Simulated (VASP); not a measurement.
# Al (P-3m1) in VASP: a series of runs

Al is run at these levels: LDA; tasks: single point.

All numbers are computed with VASP 6.6.1; they aren't measurements. Logs are shortened: lines on timing, memory, paths and dates and some standing lists are left out, and cuts for length are marked.

## Step 1: The cell of the first run

The structure is trigonal, space group P-3m1 (No. 164). Conventional cell: a = 2.862 Å, b = 2.862 Å, c = 15.523 Å, α = 90.00°, β = 90.00°, γ = 120.00°. Within 3.8 Å of Al (site symmetry 3m) lie 9 Al at 2.86 Å. Within 3.8 Å of Al (site symmetry 3m) lie 12 Al at 2.86 Å. Within 3.8 Å of Al (site symmetry 3m) lie 12 Al at 2.86 Å.

## Step 2: Single point, LDA (the distance across one plane changed)

Contents of INCAR:

```
ALGO = Fast
EDIFF = 1E-6
ENCUT = 520
ISIF = 2
ISMEAR = 0
LASPH = T
LCHARG = F
LREAL = F
LWAVE = F
NBANDS = 18
NELM = 60
PREC = Accurate
SIGMA = 0.15
```

Contents of KPOINTS:

```
k-points
0
Gamma
  19 19 4
```

Contents of POSCAR:

```
Al
1.0
    2.0239800000     -2.0239800000      0.0000000000
    2.0239800000      0.0000000000     -2.0239800000
    8.9619454038      8.9619454038      8.9619454038
Al
6
Direct
    0.6666666667      0.6666666667      0.0752654739
    0.0000000000      0.0000000000      0.8280707741
    0.3333333333      0.3333333333      0.2258265340
    0.6666666667      0.6666666667      0.5269486540
    0.0000000000      0.0000000000      0.3763875940
    0.3333333333      0.3333333333      0.6775097141
```

Potentials or basis: VASP PAW LDA potentials, release 64 (Al).

Started as:

```sh
cat potpaw_LDA.64/Al/POTCAR > POTCAR
mpirun -np 1 vasp_std > vasp.out
```

OUTCAR:

```text
EDIFF = 1E-6
   ENCUT = 520
   ISIF = 2
   ISMEAR = 0
   LASPH = T
   LREAL = F
   NELM = 60
   PREC = Accurate

 ion  position               nearest neighbor table
   1  0.667  0.667  0.075-   3 2.86   3 2.86   3 2.86
   2  0.000  0.000  0.828-   6 2.86   6 2.86   6 2.86
   3  0.333  0.333  0.226-   5 2.86   5 2.86   5 2.86   1 2.86   1 2.86   1 2.86
   4  0.667  0.667  0.527-   5 2.86   5 2.86   5 2.86   6 2.86   6 2.86   6 2.86
   5  0.000  0.000  0.376-   3 2.86   4 2.86   4 2.86   4 2.86   3 2.86   3 2.86
   6  0.333  0.333  0.678-   2 2.86   2 2.86   2 2.86   4 2.86   4 2.86   4 2.86

  LATTYP: Found a hexagonal cell.
 ALAT       =     2.8623399660
 C/A-ratio  =     5.4230262508

  Lattice vectors:

 A1 = (  -2.0239800000,   0.0000000000,   2.0239800000)
 A2 = (   2.0239800000,  -2.0239800000,   0.0000000000)
 A3 = (   8.9619454038,   8.9619454038,   8.9619454038)

Analysis of symmetry for initial positions (statically):
=====================================================================
 Subroutine PRICEL returns:
 Original cell was already a primitive cell.

 Routine SETGRP: Setting up the symmetry group for a
 hexagonal supercell.

 Subroutine GETGRP returns: Found 12 space group operations
 (whereof  6 operations were pure point group operations)
 out of a pool of 24 trial point group operations.

The static configuration has the point symmetry C_3v.
 The point group associated with its full space group is D_3d.

Analysis of symmetry for dynamics (positions and initial velocities):
=====================================================================
 Subroutine PRICEL returns:
 Original cell was already a primitive cell.

 Routine SETGRP: Setting up the symmetry group for a
 hexagonal supercell.

 Subroutine GETGRP returns: Found 12 space group operations
 (whereof  6 operations were pure point group operations)
 out of a pool of 24 trial point group operations.

The dynamic configuration has the point symmetry C_3v.
 The point group associated with its full space group is D_3d.

 Subroutine INISYM returns: Found 12 space group operations
 (whereof  6 operations are pure point group operations),
 and found     1 'primitive' translations

----------------------------------------------------------------------------------------

                                     Primitive cell

  volume of cell :     110.1377

  direct lattice vectors                    reciprocal lattice vectors
     2.023980000 -2.023980000  0.000000000     0.164692009 -0.329384019  0.164692009
     2.023980000  0.000000000 -2.023980000     0.164692009  0.164692009 -0.329384019
     8.961945404  8.961945404  8.961945404     0.037194305  0.037194305  0.037194305

  length of vectors
     2.862339966  2.862339966 15.522544774     0.403411388  0.403411388  0.064422427

  position of ions in fractional coordinates (direct lattice)
     0.666666667  0.666666667  0.075265474
     0.000000000  0.000000000  0.828070774
     0.333333333  0.333333333  0.225826534
     0.666666667  0.666666667  0.526948654
     0.000000000  0.000000000  0.376387594
     0.333333333  0.333333333  0.677509714

  ion indices of the primitive-cell ions
   primitive index   ion index
                 1           1
                 2           2
                 3           3
                 4           4
                 5           5
                 6           6

----------------------------------------------------------------------------------------

 KPOINTS: k-points

Automatic generation of k-mesh.
 Grid dimensions read from file:
 generate k-points for:   19   19    4

 Generating k-lattice:

  Cartesian coordinates                     Fractional coordinates (reciprocal lattice)
     0.008668000 -0.017336001  0.008668000     0.052631579  0.000000000  0.000000000
     0.008668000  0.008668000 -0.017336001     0.000000000  0.052631579  0.000000000
     0.009298576  0.009298576  0.009298576     0.000000000  0.000000000  0.250000000

  Length of vectors
     0.021232178  0.021232178  0.016105607

  Shift w.r.t. Gamma in fractional coordinates (k-lattice)
     0.000000000  0.000000000  0.000000000

 Subroutine IBZKPT returns following result:
 ===========================================

 Found    150 irreducible k-points:

 Following reciprocal coordinates:
            Coordinates               Weight
  0.000000  0.000000  0.000000      1.000000
  0.052632  0.000000  0.000000      6.000000
  0.105263  0.000000  0.000000      6.000000
  0.157895  0.000000  0.000000      6.000000
  0.210526  0.000000  0.000000      6.000000
  0.263158  0.000000  0.000000      6.000000
[... 16 lines left out ...]
  0.368421  0.105263  0.000000     12.000000
  0.421053  0.105263  0.000000     12.000000
 [... further k-points ...]
   k-points           NKPTS =    150   k-points in BZ     NKDIM =    150   number of bands    NBANDS=     18
   number of dos      NEDOS =    301   number of ions     NIONS =      6
   total plane-waves  NPLWV =  69120
   dimension x,y,z NGX =    24 NGY =   24 NGZ =  120
   dimension x,y,z NGXF=    48 NGYF=   48 NGZF=  240
   ions per type =               6
   NGX,Y,Z   is equivalent  to a cutoff of  13.94, 13.94, 12.85 a.u.
   NGXF,Y,Z  is equivalent  to a cutoff of  27.88, 27.88, 25.70 a.u.
 SYSTEM =  unknown system
   PREC   = accura    normal or accurate (medium, high low for compatibility)
   ISTART =      0    job   : 0-new  1-cont  2-samecut
   ICHARG =      2    charge: 1-file 2-atom 10-const
   ISPIN  =      1    spin polarized calculation?
   LNONCOLLINEAR =      F non collinear calculations
   LSORBIT =      F    spin-orbit coupling
   LASPH  =      T    aspherical Exc in radial PAW
   ENCUT  =  520.0 eV  38.22 Ry    6.18 a.u.   5.32  5.32 28.86*2*pi/ulx,y,z
   NELM   =     60;   NELMIN=  2; NELMDL= -5     # of ELM steps
   EDIFF  = 0.1E-05   stopping-criterion for ELM
   LREAL  =      F    real-space projection
   EDIFFG = 0.1E-04   stopping-criterion for IOM
   NSW    =      0    number of steps for IOM
   IBRION =     -1    ionic relax: 0-MD 1-quasi-New 2-CG
   NFREE  =      0    steps in history (QN), initial steepest desc. (CG)
   ISIF   =      2    stress and relaxation
   ISYM   =      2    0-nonsym 1-usesym 2-fastsym
   POTIM  = 0.5000    time-step for ionic-motion
   TEBEG  =    0.0;   TEEND  =   0.0 temperature during run
   PSTRESS=    0.0 pullay stress
   NELECT =      18.0000    total number of electrons
   NUPDOWN=      -1.0000    fix difference up-down
   EMIN   =  10.00;   EMAX   =-10.00  energy-range for DOS
   EFERMI =   0.00;   METHOD = LEGACY
   ISMEAR =     0;   SIGMA  =   0.15  broadening in eV -4-tet -1-fermi 0-gaus
   EFERMI_NEDOS =   21; number of points for ismear=-14 and -15
   IALGO  =     68    algorithm
   IMIX   =      4    mixing-type and parameters
     AMIX     =   0.40;   BMIX     =  1.00
     AMIX_MAG =   1.60;   BMIX_MAG =  1.00
  volume/ion in A,a.u.               =      18.36       123.87
  Fermi-wavevector in a.u.,A,eV,Ry     =   0.895063  1.691424 10.900145  0.801138
  Thomas-Fermi vector in A             =   2.017348
   LORBIT       =      0    0 simple, 1 ext, 2 COOP (PROOUT), +10 PAW based schemes
   GGA     = CA    functional components
   LHFCALC =     F    Hartree Fock is set to
   AEXX    =    0.0000 exact exchange contribution
   IVDW    =     0    specifies the selected vdW correction
   LEPSILON=     F    determine dielectric tensor
   LRPA    =     F    only Hartree local field effects (RPA)
 non-spin polarized calculation
 RMM-DIIS sequential band-by-band and
 Gauss-broadening in eV      SIGMA  =   0.15
  energy-cutoff  :      520.00
  volume of cell :      110.14
 maximum number of plane-waves:      2997
 NGX is ok and might be reduce to    24
   NGX = 11   NGY = 11   NGZ = 57

 number of electron      18.0000000 magnetization

 Free energy of the ion-electron system (eV)
  ---------------------------------------------------
  ext. energy  EPLUGINS =         0.00000000
  ---------------------------------------------------
  free energy    TOTEN  =       -24.45314425 eV

  energy without entropy =      -24.41946451  energy(sigma->0) =      -24.43630438

 E-fermi :   6.6237     XC(G=0):  -9.8512

 val. band max:        6.6212669114   @ k =   0.2105   0.0000   0.0000
 cond. band min:       6.6274095893   @ k =  -0.4737   0.1053   0.2500
 fundamental gap:      0.0061426779
 Fermi energy:         6.6237466576

 k-point     1 :       0.0000    0.0000    0.0000
  band No.  band energies     occupation
      1      -4.2753      2.00000
      2      -3.7612      2.00000
      3      -3.0185      2.00000
      4      -1.7788      2.00000
      5      -0.6577      2.00000
      6       1.4495      2.00000
[... 10 lines left out ...]
     17      17.4033      0.00000
     18      17.7863      0.00000

 k-point     2 :       0.0526    0.0000    0.0000
  band No.  band energies     occupation
      1      -4.2088      2.00000
      2      -3.6949      2.00000
      3      -2.9525      2.00000
      4      -1.7133      2.00000
      5      -0.5923      2.00000
      6       1.5148      2.00000
[... 10 lines left out ...]
     17      16.9476      0.00000
     18      17.2064      0.00000

 k-point     3 :       0.1053    0.0000    0.0000
  band No.  band energies     occupation
      1      -4.0095      2.00000
      2      -3.4962      2.00000
      3      -2.7545      2.00000
      4      -1.5170      2.00000
      5      -0.3965      2.00000
      6       1.7103      2.00000
[... 10 lines left out ...]
     17      16.0104      0.00000
     18      16.5690      0.00000

 k-point     4 :       0.1579    0.0000    0.0000
  band No.  band energies     occupation
      1      -3.6780      2.00000
      2      -3.1658      2.00000
      3      -2.4253      2.00000
      4      -1.1905      2.00000
      5      -0.0708      2.00000
      6       2.0347      2.00000
[... 375 lines left out ...]
      4       0.0424      2.00000
      5       1.1579      2.00000
      6       3.2481      2.00000
[... 10 lines left out ...]
     17      12.1085      0.00000
     18      12.7062      0.00000

 k-point    23 :       0.3684    0.1053    0.0000
  band No.  band energies     occupation
      1      -1.7049      2.00000
      2      -1.1995      2.00000
      3      -0.4665      2.00000
      4       0.7501      2.00000
      5       1.8618      2.00000
      6       3.9274      2.00000
[... 10 lines left out ...]
     17      11.4598      0.00000
     18      12.2976      0.00000

 k-point    24 :       0.4211    0.1053    0.0000
  band No.  band energies     occupation
      1      -0.8585      2.00000
      2      -0.3562      2.00000
      3       0.3730      2.00000
      4       1.5795      2.00000
      5       2.6829      2.00000
      6       4.6281      2.00000
[... 10 lines left out ...]
     17      10.8313      0.00000
     18      11.3769      0.00000

 [... further k-points ...]
[... 5 lines left out ...]
  --------------------------------------------------------------------------------------
  -------------------------------------------------------------------------------------
  Total       -3.0907797     -3.0907797     -3.0907797      0.2730356      0.2730356      0.2730356
  in kB      -44.9616928    -44.9616928    -44.9616928      3.9718596      3.9718596      3.9718596
  external PRESSURE =     -44.9616928 kB  Pullay stress =       0.0000000 kB

 VOLUME and BASIS-vectors are now :
 -----------------------------------------------------------------------------
  energy-cutoff  :      520.00
  volume of cell :      110.14
      direct lattice vectors                 reciprocal lattice vectors
     2.023980000 -2.023980000  0.000000000     0.164692009 -0.329384019  0.164692009
     2.023980000  0.000000000 -2.023980000     0.164692009  0.164692009 -0.329384019
     8.961945404  8.961945404  8.961945404     0.037194305  0.037194305  0.037194305

 POSITION                                       TOTAL-FORCE (eV/Angst)
 -----------------------------------------------------------------------------------
      3.37317     -0.67479     -0.67479        -0.099815     -0.099815     -0.099815
      7.42113      7.42113      7.42113         0.099815      0.099815      0.099815
      3.37317      1.34919      1.34919         0.028086      0.028086      0.028086
      7.42113      3.37317      3.37317         0.002980      0.002980      0.002980
      3.37317      3.37317      3.37317        -0.002980     -0.002980     -0.002980
      7.42113      5.39715      5.39715        -0.028086     -0.028086     -0.028086
 -----------------------------------------------------------------------------------
    total drift:                               -0.000003     -0.000003     -0.000003

  FREE ENERGIE OF THE ION-ELECTRON SYSTEM (eV)
  ---------------------------------------------------
  free  energy   TOTEN  =       -24.4531442508 eV

  energy  without entropy=      -24.4194645056  energy(sigma->0) =      -24.43630438
```

Wall time 2.7 min (1 thread of AMD EPYC 9R45 (Zen 5), shared host); peak memory 0.3 GiB.

What came out:

* Free energy: -24.4531 eV
* Pressure: -4.5 GPa
* Largest force: 0.173 eV/Å
* Band gap on the k mesh: zero (bands 9 and 10 overlap by 3.97 eV)

Forces in eV/Å, atoms in the order of the input:
```
Al  -0.100 -0.100 -0.100
Al   0.100  0.100  0.100
Al   0.028  0.028  0.028
Al   0.003  0.003  0.003
Al  -0.003 -0.003 -0.003
Al  -0.028 -0.028 -0.028
```

Levels at points of the mesh, in eV from the Fermi level:
```csv
k point,band 6,band 7,band 8,band 9,band 10,band 11
"(0.00, 0.00, 0.00)",-5.17,-4.10,-0.96,-0.04,4.29,4.81
"(0.00, 0.00, 0.50)",-5.74,-3.25,-2.14,1.56,2.27,7.21
```

Caveat: the cell differs from its parent crystal (the distance across one plane changed); the cell stands under tension.

## Step 3: Single point, LDA (the distance across one plane changed)

Contents of INCAR:

```
SYSTEM = Al
PREC = Accurate
ENCUT = 520
EDIFF = 1E-6
ISMEAR = 0
SIGMA = 0.15
LREAL = .FALSE.
LASPH = .TRUE.
NELM = 60
ALGO = Fast
ISIF = 2
LWAVE = .FALSE.
LCHARG = .FALSE.
GGA = CA
NBANDS = 18
```

Contents of KPOINTS:

```
regular mesh
0
G
  19 19 4
  0 0 0
```

Contents of POSCAR:

```
Al
1.0
    2.0239800000     -2.0239800000      0.0000000000
    2.0239800000      0.0000000000     -2.0239800000
    9.2506205384      9.2506205384      9.2506205384
Al
6
Direct
    0.6666666667      0.6666666667      0.0729167373
    0.0000000000      0.0000000000      0.8022299734
    0.3333333333      0.3333333333      0.2187793845
    0.6666666667      0.6666666667      0.5105046789
    0.0000000000      0.0000000000      0.3646420317
    0.3333333333      0.3333333333      0.6563673261
```

Potentials or basis: VASP PAW LDA potentials, release 64 (Al).

Started as:

```sh
cat potpaw_LDA.64/Al/POTCAR > POTCAR
mpirun -np 1 vasp_std > vasp.out
```

It took 2.7 min on 1 thread of AMD EPYC 9R45 (Zen 5), shared host; peak memory 0.31 GiB.

It converged, with:

```yaml
Free_energy: -24.3480 eV
Pressure: -4.2 GPa
Largest_force: 0.058 eV/Å
Band_gap_on_the_k_mesh: zero (bands 9 and 10 overlap by 3.80 eV)
```

Forces on the atoms (eV/Å):
```
Al  -0.033 -0.033 -0.033
Al   0.033  0.033  0.033
Al   0.029  0.029  0.029
Al   0.007  0.007  0.007
Al  -0.007 -0.007 -0.007
Al  -0.029 -0.029 -0.029
```

Stress tensor (GPa, compression positive):
```
-4.22  0.59  0.59
 0.59 -4.22  0.59
 0.59  0.59 -4.22
```

Levels at points of the mesh, in eV from the Fermi level:
```tsv
k point	band 5	band 6	band 7	band 8	band 9	band 10	band 11	band 12
(0.00, 0.00, 0.00)	-7.18	-5.29	-3.94	-1.19	-0.02	3.86	4.40	9.49
(0.00, 0.00, 0.50)	-7.02	-5.60	-3.42	-2.01	1.23	2.09	6.64	6.93
```

Caveat: the cell differs from its parent crystal (the distance across one plane changed); the cell stands under tension.

## Step 4: Single point, LDA (the distance across one plane changed)

Contents of INCAR:

```
SYSTEM = Al
ALGO = Fast
EDIFF = 1E-7
ENCUT = 520
GGA = CA
ISIF = 2
ISMEAR = 0
LASPH = .TRUE.
LCHARG = .FALSE.
LREAL = .FALSE.
LWAVE = .FALSE.
NBANDS = 18
NELM = 100
PREC = Accurate
SIGMA = 0.15
```

Contents of KPOINTS:

```
k-points
0
G
  19 19 4
  0 0 0
```

Contents of POSCAR:

```
Al
1.0
    2.0239800000     -2.0239800000      0.0000000000
    2.0239800000      0.0000000000     -2.0239800000
    9.8279708076      9.8279708076      9.8279708076
Al
6
Direct
    0.6666666667      0.6666666667      0.0686331982
    0.0000000000      0.0000000000      0.7551024737
    0.3333333333      0.3333333333      0.2059270533
    0.6666666667      0.6666666667      0.4805147635
    0.0000000000      0.0000000000      0.3432209084
    0.3333333333      0.3333333333      0.6178086186
```

Started as:

```sh
cat potpaw_LDA.64/Al/POTCAR > POTCAR
mpirun -np 1 vasp_std > vasp.out
```

Wall time 3 min (1 thread of AMD EPYC 9R45 (Zen 5), shared host); peak memory 0.32 GiB.

Results (log left out):

| Item | Value |
| --- | --- |
| Free energy | -24.2584 eV |
| Pressure | -3.8 GPa |
| Largest force | 0.058 eV/Å |
| Band gap on the k mesh | zero (bands 9 and 10 overlap by 3.56 eV) |

Forces in eV/Å, atoms in the order of the input:
```
Al   0.034  0.034  0.034
Al  -0.034 -0.034 -0.034
Al   0.028  0.028  0.028
Al   0.010  0.010  0.010
Al  -0.010 -0.010 -0.010
Al  -0.028 -0.028 -0.028
```

Stress tensor (GPa, compression positive):
```
-3.80  0.76  0.76
 0.76 -3.80  0.76
 0.76  0.76 -3.80
```

Levels at points of the mesh, in eV from the Fermi level:
| k point | band 6 | band 7 | band 8 | band 9 | band 10 | band 11 |
| --- | --- | --- | --- | --- | --- | --- |
| (0.00, 0.00, 0.00) | -5.39 | -3.76 | -1.46 | 0.11 | 3.25 | 3.77 |
| (0.00, 0.00, 0.50) | -5.48 | -3.59 | -1.81 | 0.83 | 1.93 | 5.78 |

Caveat: the cell differs from its parent crystal (the distance across one plane changed); the cell stands under tension.

## Step 5: Overview

| cell | further INCAR settings | gap on the mesh (eV) | pressure (GPa) | largest force (eV/Å) |
| --- | --- | --- | --- | --- |
| a = 2.862, b = 2.862, c = 15.523 Å, angles 90.0, 90.0, 60.0°, 6 atoms | ALGO = Fast; EDIFF = 1e-06; NBANDS = 18 | none | -4.5 | 0.17 |
| a = 2.862, b = 2.862, c = 16.023 Å, angles 90.0, 90.0, 60.0°, 6 atoms | ALGO = Fast; EDIFF = 1e-06; NBANDS = 18 | none | -4.2 | 0.06 |
| a = 2.862, b = 2.862, c = 17.023 Å, angles 90.0, 90.0, 60.0°, 6 atoms | ALGO = Fast; EDIFF = 1e-07; NBANDS = 18 | none | -3.8 | 0.06 |

Alike in all rows: task single point; level LDA; potentials or basis VASP PAW LDA potentials, release 64 (Al); no spin polarisation; k mesh 19 × 19 × 4; cutoff (eV) 520; smearing gaussian 0.15 eV.

Caveats: the cell stands under tension.

Total energies depend on the potentials used, so only differences within one code and one set of settings carry meaning.
